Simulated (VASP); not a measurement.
# Sn (I4_1/amd) in VASP: a series of runs, part 2 of 2

VASP 6.6.1. The steps go on from the part before.

### Step 3. Single point, PBE (strain +0.000 along x and y, -0.030 along z)

File INCAR:

```
  ALGO = Fast
  EDIFF = 1E-7
  ENCUT = 520
  GGA = PE
  ISIF = 2
  ISMEAR = 0
  LASPH = T
  LCHARG = F
  LREAL = F
  LWAVE = F
  NBANDS = 21
  NELM = 80
  PREC = Accurate
  SIGMA = 0.15
```

File KPOINTS:

```
k-points
0
Gamma
  12 12 12
```

File POSCAR:

```
Sn
1.0
    0.0000000000      3.2456000000      3.1482320000
    3.2456000000      0.0000000000      3.1482320000
    3.2456000000      3.2456000000      0.0000000000
Sn
2
Direct
    0.5000000000      0.5000000000      0.5000000000
    0.7500000000      0.7500000000      0.7500000000
```

Potentials or basis: VASP PAW PBE potentials, release 64 (Sn_d).

Launch:

```bash
cat potpaw_PBE.64/Sn_d/POTCAR > POTCAR
mpirun -np 1 vasp_std > vasp.out
```

OUTCAR:

```text
EDIFF = 1E-7
   ENCUT = 520
   GGA = PE
   ISIF = 2
   ISMEAR = 0
   LASPH = T
   LREAL = F
   NELM = 80
   PREC = Accurate

 ion  position               nearest neighbor table
   1  0.500  0.500  0.500-   2 2.78   2 2.78   2 2.78   2 2.78
   2  0.750  0.750  0.750-   1 2.78   1 2.78   1 2.78   1 2.78

  LATTYP: Found a body centered tetragonal cell.
 ALAT       =     4.5899715380
 C/A-ratio  =     1.3717871555

  Lattice vectors:

[... 766 lines left out ...]

------------------------ aborting loop because EDIFF is reached ----------------------------------------

  FORCE on cell =-STRESS in cart. coord.  units (eV):
  Direction    XX          YY          ZZ          XY          YZ          ZX
  --------------------------------------------------------------------------------------
  -------------------------------------------------------------------------------------
  Total        1.8682801      1.8682801      2.2105815      0.0000000      0.0000000     -0.0000000
  in kB       45.1300544     45.1300544     53.3986661      0.0000000      0.0000000     -0.0000000
  external PRESSURE =      47.8862583 kB  Pullay stress =       0.0000000 kB

 VOLUME and BASIS-vectors are now :
 -----------------------------------------------------------------------------
  energy-cutoff  :      520.00
  volume of cell :       66.33
      direct lattice vectors                 reciprocal lattice vectors
     0.000000000  3.245600000  3.148232000    -0.154054720  0.154054720  0.158819299
     3.245600000  0.000000000  3.148232000     0.154054720 -0.154054720  0.158819299
     3.245600000  3.245600000  0.000000000     0.154054720  0.154054720 -0.158819299

 POSITION                                       TOTAL-FORCE (eV/Angst)
 -----------------------------------------------------------------------------------
      3.24560      3.24560      3.14823        -0.000000     -0.000000     -0.000000
      4.86840      4.86840      4.72235         0.000000      0.000000      0.000000
 -----------------------------------------------------------------------------------
    total drift:                                0.000000      0.000000      0.000000

  FREE ENERGIE OF THE ION-ELECTRON SYSTEM (eV)
  ---------------------------------------------------
  free  energy   TOTEN  =        -7.5896616520 eV

  energy  without entropy=       -7.5880816619  energy(sigma->0) =       -7.58887166
```

OSZICAR:

```text
N       E                     dE             d eps       ncg     rms          rms(c)
DAV:   1     0.231425092516E+03    0.23143E+03   -0.14892E+04  6946   0.197E+03
DAV:   2     0.176372150436E+02   -0.21379E+03   -0.20921E+03  6881   0.455E+02
DAV:   3    -0.685512198402E+01   -0.24492E+02   -0.24362E+02  8006   0.141E+02
DAV:   4    -0.763184167615E+01   -0.77672E+00   -0.77642E+00  7811   0.283E+01
DAV:   5    -0.765825323372E+01   -0.26412E-01   -0.26411E-01  9900   0.508E+00    0.337E+00
RMM:   6    -0.760971510904E+01    0.48538E-01   -0.23351E-02  8495   0.183E+00    0.200E+00
RMM:   7    -0.758687822618E+01    0.22837E-01   -0.55921E-02  8767   0.236E+00    0.165E-01
RMM:   8    -0.758902069608E+01   -0.21425E-02   -0.89244E-03  8735   0.845E-01    0.552E-02
RMM:   9    -0.758955730663E+01   -0.53661E-03   -0.30413E-03  9729   0.557E-01    0.482E-02
RMM:  10    -0.758964855454E+01   -0.91248E-04   -0.85307E-04  9855   0.251E-01    0.132E-02
RMM:  11    -0.758966039933E+01   -0.11845E-04   -0.10564E-04 10876   0.818E-02    0.359E-03
RMM:  12    -0.758966153075E+01   -0.11314E-05   -0.13579E-05 10804   0.291E-02    0.140E-03
RMM:  13    -0.758966165347E+01   -0.12272E-06   -0.28531E-06 10362   0.129E-02    0.558E-04
RMM:  14    -0.758966165204E+01    0.14293E-08   -0.41806E-07  6400   0.526E-03
   1 F= -.75896617E+01 E0= -.75888717E+01  d E =-.157999E-02
```

stdout:

```text
POSCAR found type information on POSCAR Sn
 POSCAR found :  1 types and       2 ions
 scaLAPACK will be used
 LDA part: xc-table for (Slater+PW92), standard interpolation
 POSCAR, INCAR and KPOINTS ok, starting setup
 FFT: planning ... GRIDC
 FFT: planning ... GRID_SOFT
 FFT: planning ... GRID
 WAVECAR not read
 entering main loop
WARNING in EDDRMM: call to ZHEGV failed, returncode =   8  4     19
WARNING in EDDRMM: call to ZHEGV failed, returncode =   8  4     20
 num prob WARNING in EDDRMM: call to ZHEGV failed, returncode =   8  4     21
WARNING in EDDRMM: call to ZHEGV failed, returncode =   8  4     19
 num prob  num prob WARNING in EDDRMM: call to ZHEGV failed, returncode =   8  4     21
```

It took 92 s on 1 thread of Intel Xeon 6975P-C (Granite Rapids), shared host; peak memory 0.33 GiB.

Results:

* Free energy: -7.5897 eV
* Pressure: 4.8 GPa

Stress tensor (GPa, compression positive):
```
4.51 0.00 0.00
0.00 4.51 0.00
0.00 0.00 5.34
```

Levels at points of the mesh, in eV from the Fermi level:
| k point | band 12 | band 13 | band 14 | band 15 | band 16 | band 17 |
| --- | --- | --- | --- | --- | --- | --- |
| (0.00, 0.00, 0.00) | -0.49 | -0.03 | -0.03 | 0.17 | 2.03 | 2.16 |
| (0.50, 0.00, 0.00) | -6.46 | -1.32 | -1.11 | -0.01 | 3.12 | 3.28 |
| (0.50, 0.50, 0.00) | -7.59 | -2.72 | -2.72 | 0.61 | 0.61 | 7.89 |
| (0.50, 0.00, 0.50) | -7.70 | -2.55 | -2.55 | 0.80 | 0.80 | 7.81 |

Caveat: the cell differs from its parent crystal (strain +0.000 along x and y, -0.030 along z); the cell stands under pressure; spin-orbit coupling is left out, which moves the levels of the heavy elements.
